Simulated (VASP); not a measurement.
A run of VASP 6.6.1:

File INCAR:

```
SYSTEM = CsSnI3
PREC = Accurate
ENCUT = 520
EDIFF = 1E-6
ISMEAR = -1
SIGMA = 0.02
LREAL = .FALSE.
LASPH = .TRUE.
NELM = 60
ALGO = Normal
ISIF = 2
LWAVE = .FALSE.
LCHARG = .FALSE.
GGA = PE
NBANDS = 55
```

File KPOINTS:

```
Automatic mesh
0
G
  4 4 4
  0 0 0
```

POSCAR

```
CsSnI3
1.0
    8.7572469635      0.0000000000      0.0000000000
    0.0000000000      8.7572469635      0.0000000000
    0.0000000000      0.0000000000      6.3851478801
Cs Sn I
2 2 6
Direct
    0.5000000000      0.0000000000      0.0000000000
    0.0000000000      0.5000000000      0.0000000000
    0.0000000000      0.0000000000      0.5000000000
    0.5000000000      0.5000000000      0.5000000000
    0.0000000000      0.0000000000      0.0000000000
    0.5000000000      0.5000000000      0.0000000000
    0.8031124557      0.3031124557      0.5000000000
    0.6968875443      0.8031124557      0.5000000000
    0.1968875443      0.6968875443      0.5000000000
    0.3031124557      0.1968875443      0.5000000000
```

Potentials or basis: VASP PAW PBE potentials, release 64 (Cs_sv, Sn_d, I).

The run is started by

```sh
$ cat potpaw_PBE.64/Cs_sv/POTCAR potpaw_PBE.64/Sn_d/POTCAR potpaw_PBE.64/I/POTCAR > POTCAR
$ mpirun -np 1 vasp_std > vasp.out
```

Hardware: 1 thread of Intel(R) Xeon(R) Platinum 8259CL CPU @ 2.50GHz (Skylake/Cascade Lake) (shared host).

Problem. How long does it take, and how much memory?

Solution. It took 9.1 min on 1 thread of Intel(R) Xeon(R) Platinum 8259CL CPU @ 2.50GHz (Skylake/Cascade Lake), on a shared host, peak memory 0.76 GiB. Counts: scf iterations 14, k points 18.
